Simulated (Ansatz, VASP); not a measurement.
Two plane-wave programs on Al9N

```
CELL_PARAMETERS angstrom
5.70709 0.00000 0.00000
-1.42677 9.70148 0.00000
0.00000 0.00000 22.79037
ATOMIC_POSITIONS crystal
Al 0.26622 0.06489 0.17551
Al 0.76622 0.06489 0.17551
Al 0.33548 0.34192 0.21920
Al 0.83548 0.34192 0.21920
Al 0.14933 0.59733 0.22794
Al 0.64933 0.59733 0.22794
Al 0.46318 0.85274 0.23668
Al 0.96318 0.85274 0.23668
Al 0.03198 0.12771 0.28083
Al 0.53198 0.12771 0.28083
Al 0.09979 0.40422 0.33011
Al 0.59979 0.40422 0.33011
Al 0.41440 0.65967 0.33698
Al 0.91440 0.65967 0.33698
Al 0.22631 0.91108 0.34493
Al 0.72631 0.91108 0.34493
Al 0.29624 0.18141 0.38571
Al 0.79624 0.18141 0.38571
N 0.28365 0.91108 0.42081
N 0.66896 0.91108 0.42081
```

Alike in both runs: task single point; functional PBE; k mesh 5 × 3 × 1; occupations gaussian, width 0.1 eV; no spin polarisation.

|  | VASP | Ansatz |
| --- | --- | --- |
| version | VASP 6.6.1 | Ansatz 0.2.0 |
| potentials or method | VASP PAW PBE potentials, release 64 (Al, N), cutoff 520 eV | scalar-relativistic, plane waves, PAW |
| valence electrons in the cell | 64 | 64 |

```csv
,VASP,Ansatz,Ansatz less VASP
gap on the k mesh at the Fermi level (eV),none,none,-
rms of the force components (eV/Å),0.577,0.572,-0.0042
```

Atom by atom the forces differ by 0.006 eV/Å (rms over components). A gap of «none» marks a metal or a gap that the smearing closes. Ansatz's warnings: xc potential rough in thin density.
